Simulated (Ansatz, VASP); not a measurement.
HfSi7: VASP beside Ansatz

```xyz
8
Lattice="5.5952 0.0000 0.0000 0.0000 5.5952 0.0000 0.0000 0.0000 5.5952" Properties=species:S:1:pos:R:3 pbc="T T T"
Hf    0.0000    0.0000    0.0000
Si    1.4824    1.4824    1.4824
Si    0.0000    2.7976    2.7976
Si    2.7976    2.7976    0.0000
Si    2.7976    0.0000    2.7976
Si    4.1129    1.4824    4.1129
Si    4.1129    4.1129    1.4824
Si    1.4824    4.1129    4.1129
```

Alike in both runs: functional PBEsol; k mesh 6 × 6 × 6; occupations gaussian, width 0.1 eV; no spin polarisation.

Ansatz relaxed the structure, and its values are those at the end. VASP's run is a single point on that final structure, the one shown.

|  | VASP | Ansatz |
| --- | --- | --- |
| version | VASP 6.6.1 | Ansatz 0.2.0 |
| potentials or method | VASP PAW PBE potentials, release 64 (Hf_pv, Si), cutoff 520 eV | scalar-relativistic, plane waves, PAW |
| valence electrons in the cell | 38 | 54 |

Ansatz gave:

- gap on the k mesh at the Fermi level (eV): none
- pressure (GPa): 0.0

Problem. Estimate VASP's values.

Solution. gap on the k mesh at the Fermi level (eV): none; pressure (GPa): 0.1.

VASP's potentials were made for PBE, not for PBEsol. A gap of «none» marks a metal or a gap that the smearing closes. The functional is the same, so the differences come from potentials, cutoffs and numerics. VASP's potentials hold 38 valence electrons a cell and Ansatz's 54, so a difference there can come from the potentials and not from the codes.

Neither program's run includes spin-orbit coupling.
